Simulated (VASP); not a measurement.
# LiCl in VASP: a series of runs

The runs below take LiCl through single point, with LDA.

All numbers are computed with VASP 6.6.1; they aren't measurements. Logs are shortened: lines on timing, memory, paths and dates and some standing lists are left out, and cuts for length are marked.

### 1 The cell of the first run

It takes space group I4/mmm (No. 139, tetragonal). The conventional cell has a = 3.718 Å, b = 3.718 Å, c = 5.130 Å, α = 90.00°, β = 90.00°, γ = 90.00°. Li (site symmetry 4/mmm) has 6 Cl at 2.56 to 2.63 Å within 3.4 Å. Cl (site symmetry 4/mmm) has 6 Li at 2.56 to 2.63 Å within 3.4 Å.

### 2 Single point, LDA (strain +0.025 along x and y, +0.000 along z)

File INCAR:

```
SYSTEM = LiCl
  PREC = Accurate
  ENCUT = 520
  EDIFF = 1E-7
  ISMEAR = 0
  SIGMA = 0.05
  LREAL = .FALSE.
  LASPH = .TRUE.
  NELM = 100
  ALGO = Normal
  ISIF = 2
  LWAVE = .FALSE.
  LCHARG = .FALSE.
  NBANDS = 12
```

File KPOINTS:

```
Automatic mesh
0
G
  8 8 8
  0 0 0
```

File POSCAR:

```
LiCl
1.0
    0.0000000000      2.6288790000      2.5647600000
    2.6288790000      0.0000000000      2.5647600000
    2.6288790000      2.6288790000      0.0000000000
Li Cl
1 1
Direct
    0.0000000000      0.0000000000      0.0000000000
    0.5000000000      0.5000000000      0.5000000000
```

Potentials or basis: VASP PAW LDA potentials, release 64 (Li_sv, Cl).

Started as:

```bash
$ cat potpaw_LDA.64/Li_sv/POTCAR potpaw_LDA.64/Cl/POTCAR > POTCAR
$ mpirun -np 1 vasp_std > vasp.out
```

OUTCAR:

```text
SYSTEM = LiCl
   PREC = Accurate
   ENCUT = 520
   EDIFF = 1E-7
   ISMEAR = 0
   LREAL = .FALSE.
   LASPH = .TRUE.
   NELM = 100
   ISIF = 2

 ion  position               nearest neighbor table
   1  0.000  0.000  0.000-   2 2.56   2 2.56   2 2.63   2 2.63   2 2.63   2 2.63
   2  0.500  0.500  0.500-   1 2.56   1 2.56   1 2.63   1 2.63   1 2.63   1 2.63

  LATTYP: Found a body centered tetragonal cell.
 ALAT       =     3.7177963356
 C/A-ratio  =     1.3797205487

  Lattice vectors:

 A1 = (   0.0000000000,  -2.6288790000,  -2.5647600000)
 A2 = (   0.0000000000,   2.6288790000,  -2.5647600000)
 A3 = (   2.6288790000,   0.0000000000,   2.5647600000)

Analysis of symmetry for initial positions (statically):
=====================================================================
 Subroutine PRICEL returns:
 Original cell was already a primitive cell.

 Routine SETGRP: Setting up the symmetry group for a
 body centered tetragonal supercell.

 Subroutine GETGRP returns: Found 16 space group operations
 (whereof 16 operations were pure point group operations)
 out of a pool of 16 trial point group operations.

The static configuration has the point symmetry D_4h.

Analysis of symmetry for dynamics (positions and initial velocities):
=====================================================================
 Subroutine PRICEL returns:
 Original cell was already a primitive cell.

 Routine SETGRP: Setting up the symmetry group for a
 body centered tetragonal supercell.

 Subroutine GETGRP returns: Found 16 space group operations
 (whereof 16 operations were pure point group operations)
 out of a pool of 16 trial point group operations.

The dynamic configuration has the point symmetry D_4h.

 Subroutine INISYM returns: Found 16 space group operations
 (whereof 16 operations are pure point group operations),
 and found     1 'primitive' translations

----------------------------------------------------------------------------------------

                                     Primitive cell

  volume of cell :      35.4501

  direct lattice vectors                    reciprocal lattice vectors
     0.000000000  2.628879000  2.564760000    -0.190195136  0.190195136  0.194950015
     2.628879000  0.000000000  2.564760000     0.190195136 -0.190195136  0.194950015
     2.628879000  2.628879000  0.000000000     0.190195136  0.190195136 -0.194950015

  length of vectors
     3.672737216  3.672737216  3.717796336     0.332195557  0.332195557  0.332195557

[... 84 lines left out ...]
   IBRION =     -1    ionic relax: 0-MD 1-quasi-New 2-CG
   NFREE  =      0    steps in history (QN), initial steepest desc. (CG)
   ISIF   =      2    stress and relaxation
   ISYM   =      2    0-nonsym 1-usesym 2-fastsym
   POTIM  = 0.5000    time-step for ionic-motion
   TEBEG  =    0.0;   TEEND  =   0.0 temperature during run
   PSTRESS=    0.0 pullay stress
   NELECT =      10.0000    total number of electrons
   NUPDOWN=      -1.0000    fix difference up-down
   EMIN   =  10.00;   EMAX   =-10.00  energy-range for DOS
   EFERMI =   0.00;   METHOD = LEGACY
   ISMEAR =     0;   SIGMA  =   0.05  broadening in eV -4-tet -1-fermi 0-gaus
   EFERMI_NEDOS =   21; number of points for ismear=-14 and -15
   IALGO  =     38    algorithm
   IMIX   =      4    mixing-type and parameters
     AMIX     =   0.40;   BMIX     =  1.00
     AMIX_MAG =   1.60;   BMIX_MAG =  1.00
  volume/ion in A,a.u.               =      17.73       119.61
  Fermi-wavevector in a.u.,A,eV,Ry     =   1.073665  2.028933 15.684209  1.152757
  Thomas-Fermi vector in A             =   2.209471
   LORBIT       =      0    0 simple, 1 ext, 2 COOP (PROOUT), +10 PAW based schemes
   GGA     = CA    functional components
   LHFCALC =     F    Hartree Fock is set to
   AEXX    =    0.0000 exact exchange contribution
   IVDW    =     0    specifies the selected vdW correction
   LEPSILON=     F    determine dielectric tensor
   LRPA    =     F    only Hartree local field effects (RPA)
 non-spin polarized calculation
 Gauss-broadening in eV      SIGMA  =   0.05
  energy-cutoff  :      520.00
  volume of cell :       35.45
 maximum number of plane-waves:       970
   NGX = 13   NGY = 13   NGZ = 13

 number of electron      10.0000008 magnetization

 Free energy of the ion-electron system (eV)
  ---------------------------------------------------
  ext. energy  EPLUGINS =         0.00000000
  ---------------------------------------------------
  free energy    TOTEN  =        -8.02057224 eV

  energy without entropy =       -8.02057224  energy(sigma->0) =       -8.02057224

 E-fermi :   0.3746     XC(G=0):  -8.9562

 val. band max:        0.1108824402   @ k =   0.0000   0.0000   0.0000
 cond. band min:       5.8186336662   @ k =   0.0000   0.0000   0.0000
 fundamental gap:      5.7077512261
 Fermi energy:         0.3746049633

 k-point     1 :       0.0000    0.0000    0.0000
  band No.  band energies     occupation
      1     -42.4648      2.00000
      2     -13.0710      2.00000
      3       0.0384      2.00000
      4       0.1109      2.00000
      5       0.1109      2.00000
      6       5.8186      0.00000
      7      11.7087      0.00000
      8      11.7087      0.00000
      9      11.9139      0.00000
     10      13.7598      0.00000
     11      13.7598      0.00000
     12      14.2401      0.00000
[... 331 lines left out ...]
 k-point    24 :       0.3750   -0.0000    0.1250
  band No.  band energies     occupation
      1     -42.4628      2.00000
      2     -12.6440      2.00000
      3      -2.0178      2.00000
      4      -0.3638      2.00000
      5      -0.3064      2.00000
      6       7.2932      0.00000
      7       9.2882      0.00000
      8      10.4316      0.00000
      9      10.6949      0.00000
     10      13.8236      0.00000
     11      16.0550      0.00000
     12      16.4576      0.00000

 [... further k-points ...]
[... 5 lines left out ...]
  --------------------------------------------------------------------------------------
  -------------------------------------------------------------------------------------
  Total       -1.0094962     -1.0094962     -0.9047720      0.0000000     -0.0000000      0.0000000
  in kB      -45.6244204    -45.6244204    -40.8913859      0.0000000     -0.0000000      0.0000000
  external PRESSURE =     -44.0467422 kB  Pullay stress =       0.0000000 kB

 VOLUME and BASIS-vectors are now :
 -----------------------------------------------------------------------------
  energy-cutoff  :      520.00
  volume of cell :       35.45
      direct lattice vectors                 reciprocal lattice vectors
     0.000000000  2.628879000  2.564760000    -0.190195136  0.190195136  0.194950015
     2.628879000  0.000000000  2.564760000     0.190195136 -0.190195136  0.194950015
     2.628879000  2.628879000  0.000000000     0.190195136  0.190195136 -0.194950015

 POSITION                                       TOTAL-FORCE (eV/Angst)
 -----------------------------------------------------------------------------------
      0.00000      0.00000      0.00000         0.000000      0.000000      0.000000
      2.62888      2.62888      2.56476        -0.000000     -0.000000      0.000000
 -----------------------------------------------------------------------------------
    total drift:                                0.000000      0.000000      0.000000

  FREE ENERGIE OF THE ION-ELECTRON SYSTEM (eV)
  ---------------------------------------------------
  free  energy   TOTEN  =        -8.0205722438 eV

  energy  without entropy=       -8.0205722438  energy(sigma->0) =       -8.02057224
```

stdout:

```text
POSCAR found type information on POSCAR LiCl
 POSCAR found :  2 types and       2 ions
 scaLAPACK will be used
 LDA part: xc-table for (Slater(with rela. corr.)+CA(PZ))
 , standard interpolation
 POSCAR, INCAR and KPOINTS ok, starting setup
 FFT: planning ... GRIDC
 FFT: planning ... GRID_SOFT
 FFT: planning ... GRID
 WAVECAR not read
 entering main loop
```

Run time: 30 s. Hardware: 1 thread of AMD EPYC 7R43 (Zen 3), shared host; peak memory 0.1 GiB.

Results:

* Free energy: -8.0206 eV
* Band gap on the k mesh: 5.71 eV, direct

Levels at points of the mesh, in eV from the valence-band top:
```
           k point  band 3  band 4  band 5  band 6  band 7  band 8
(0.00, 0.00, 0.00)   -0.07    0.00    0.00    5.71   11.60   11.60
(0.50, 0.00, 0.00)   -2.73   -0.29   -0.23    6.33    9.07    9.26
(0.50, 0.50, 0.00)   -2.80   -1.12   -1.12    7.48    7.96   11.89
(0.50, 0.00, 0.50)   -2.80   -1.13   -0.97    7.52    8.08   11.55
```

Caveat: the cell differs from its parent crystal (strain +0.025 along x and y, +0.000 along z); the cutoff is under 1.25 times the usual one of these potentials, so pressure, stress and relaxed cells hold a basis-set (Pulay) error.

### 3 Single point, LDA (strain +0.025 along x and y, +0.050 along z)

File INCAR:

```
SYSTEM = LiCl
  PREC = Accurate
  ENCUT = 520
  EDIFF = 1E-6
  ISMEAR = 0
  SIGMA = 0.05
  LREAL = .False.
  LASPH = .True.
  NELM = 60
  ALGO = Normal
  ISIF = 2
  LWAVE = .False.
  LCHARG = .False.
  NBANDS = 12
```

File KPOINTS:

```
Automatic mesh
0
Gamma
  8 8 8
  0 0 0
```

File POSCAR:

```
LiCl
1.0
    0.0000000000      2.6288790000      2.6929980000
    2.6288790000      0.0000000000      2.6929980000
    2.6288790000      2.6288790000      0.0000000000
Li Cl
1 1
Direct
    0.0000000000      0.0000000000      0.0000000000
    0.5000000000      0.5000000000      0.5000000000
```

Potentials or basis: VASP PAW LDA potentials, release 64 (Li_sv, Cl).

Started as:

```bash
$ cat potpaw_LDA.64/Li_sv/POTCAR potpaw_LDA.64/Cl/POTCAR > POTCAR
$ mpirun -np 1 vasp_std > vasp.out
```

It took 31 s on 1 thread of AMD EPYC 7R43 (Zen 3), shared host; peak memory 0.1 GiB.

It converged, with:

| Property | Result |
| --- | --- |
| Free energy | -7.9678 eV |
| Band gap on the k mesh | 5.44 eV, direct |

Levels at points of the mesh, in eV from the valence-band top:
| k point | band 1 | band 2 | band 3 | band 4 | band 5 | band 6 | band 7 | band 8 | band 9 | band 10 |
| --- | --- | --- | --- | --- | --- | --- | --- | --- | --- | --- |
| (0.00, 0.00, 0.00) | -42.69 | -13.05 | -0.06 | -0.06 | 0.00 | 5.44 | 11.46 | 11.66 | 11.66 | 13.23 |
| (0.50, 0.00, 0.00) | -42.68 | -12.58 | -2.56 | -0.28 | -0.23 | 6.26 | 9.03 | 9.20 | 11.66 | 15.83 |
| (0.50, 0.50, 0.00) | -42.68 | -12.41 | -2.61 | -0.96 | -0.96 | 7.39 | 8.15 | 11.06 | 13.08 | 13.08 |
| (0.50, 0.00, 0.50) | -42.68 | -12.37 | -2.61 | -1.10 | -0.95 | 7.36 | 8.04 | 11.37 | 12.71 | 13.13 |

Caveat: the cell differs from its parent crystal (strain +0.025 along x and y, +0.050 along z); the cutoff is under 1.25 times the usual one of these potentials, so pressure, stress and relaxed cells hold a basis-set (Pulay) error.

(Part 1 of 2 ends here.)
